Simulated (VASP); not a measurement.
Runs of VASP 6.6.1 on Ti. The structure is that of space group P6/mmm (No. 191), or close to it. The cells are those of the table. This isn't the form of Ti at room conditions, which is hcp.

| cell | gap on the mesh (eV) | pressure (GPa) |
| --- | --- | --- |
| a = 4.432, b = 4.432, c = 2.751 Å, angles 90.0, 90.0, 120.0°, 3 atoms | none | 12.0 |
| a = 4.381, b = 4.381, c = 2.723 Å, angles 90.0, 90.0, 120.0°, 3 atoms | none | 17.0 |
| a = 4.482, b = 4.482, c = 2.779 Å, angles 90.0, 90.0, 120.0°, 3 atoms | none | (b) |
| a = 4.672, b = 4.672, c = 2.884 Å, angles 90.0, 90.0, 120.0°, 3 atoms | none | (a) |
| a = 4.733, b = 4.733, c = 2.916 Å, angles 90.0, 90.0, 120.0°, 3 atoms | none | -9.1 |

Alike in all rows: task single point; level PBE; potentials or basis VASP PAW PBE potentials, release 64 (Ti_sv); no spin polarisation; k mesh 12 × 12 × 14; cutoff (eV) 520; smearing gaussian 0.1 eV.

Problem. Estimate the missing entries.

Solution. (a) -6.3; (b) 7.2.

Caveats: the cell stands under pressure (at least some runs); the cell stands under tension (at least some runs).

A gap of «none» marks levels without a gap at the run's occupations.
